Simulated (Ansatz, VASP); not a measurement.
**One calculation of SiC, two programs**

The input INCAR:

```
SYSTEM = SiC
PREC     = Accurate       ! precision mode
ENCUT    = 520            ! plane-wave cutoff, eV
EDIFF    = 1E-7           ! SCF threshold, eV
ISMEAR   = 0              ! smearing method
SIGMA    = 0.05           ! smearing width, eV
LREAL    = .FALSE.        ! projectors in reciprocal space
LASPH    = .TRUE.         ! aspherical terms in the spheres
NELM     = 100            ! most SCF steps
ALGO     = Normal         ! electronic algorithm
ISIF     = 2              ! what is computed and relaxed
LWAVE    = .FALSE.        ! write WAVECAR
LCHARG   = .TRUE.         ! write CHGCAR
GGA      = PE             ! functional
LELF     = .TRUE.         ! ELF
LVHAR    = .TRUE.       
NBANDS   = 26             ! bands
```

The input KPOINTS:

```
regular mesh
0
G
  10 10 3
  0 0 0
```

Contents of POSCAR:

```
SiC
1.0
   -3.0941201809      0.0000000000      0.0000000000
   -1.5470600905     -2.6795866790      0.0000000000
   -1.5469053844     -0.8931062401     10.1293391998
Si C
4 4
Direct
    0.4686717389      0.4686717389      0.5940441877
    0.3019884056      0.3019884056      0.0940441877
    0.8853116178      0.8853116178      0.3440995566
    0.7186616178      0.7186616178      0.8440995566
    0.5313443849      0.5313443849      0.4060074460
    0.0313610516      0.0313610516      0.9060074460
   -0.0522107150     -0.0522107150      0.1566478097
   -0.2188607150     -0.2188607150      0.6566478097
```

Input for Ansatz:

```yaml
crystal:
  lattice:
    - [-3.0941201809, 0.0, 0.0]
    - [-1.5470600905, -2.679586679, 0.0]
    - [-1.5469053844, -0.8931062401, 10.1293391998]
  atoms:
    - { symbol: Si, position: [0.4686717389, 0.4686717389, 0.5940441877] }
    - { symbol: Si, position: [0.3019884056, 0.3019884056, 0.0940441877] }
    - { symbol: Si, position: [0.8853116178, 0.8853116178, 0.3440995566] }
    - { symbol: Si, position: [0.7186616178, 0.7186616178, 0.8440995566] }
    - { symbol: C, position: [0.5313443849, 0.5313443849, 0.406007446] }
    - { symbol: C, position: [0.0313610516, 0.0313610516, 0.906007446] }
    - { symbol: C, position: [-0.052210715, -0.052210715, 0.1566478097] }
    - { symbol: C, position: [-0.218860715, -0.218860715, 0.6566478097] }
basis:
  ecutwfc: 420
kpoints:
  mp_grid: { grid: [10, 10, 3] }
hamiltonian:
  xc: pbe
scf:
  occupations: { method: gaussian, width: 0.05 }
output:
  forces: true
  stress: true
  eigenvalues: true
```

Alike in both runs: task single point; functional PBE; k mesh 10 × 10 × 3; occupations gaussian, width 0.05 eV; no spin polarisation.

|  | VASP | Ansatz |
| --- | --- | --- |
| version | VASP 6.6.1 | Ansatz 0.2.0 |
| potentials or method | VASP PAW PBE potentials, release 64 (Si, C), cutoff 520 eV | scalar-relativistic, plane waves, PAW |
| valence electrons in the cell | 32 | 32 |

```csv
,VASP,Ansatz,Ansatz less VASP
gap on the k mesh at the Fermi level (eV),0.26,0.26,+0.004
least direct gap on the mesh (eV),0.63,0.64,+0.008
pressure (GPa),0.3,0.3,+0.02
"traceless stress, the component that is largest in VASP (GPa)",12.40,12.43,+0.031
rms of the force components (eV/Å),0.460,0.461,+0.0005
```

Atom by atom the forces differ by 0.004 eV/Å (rms over components).
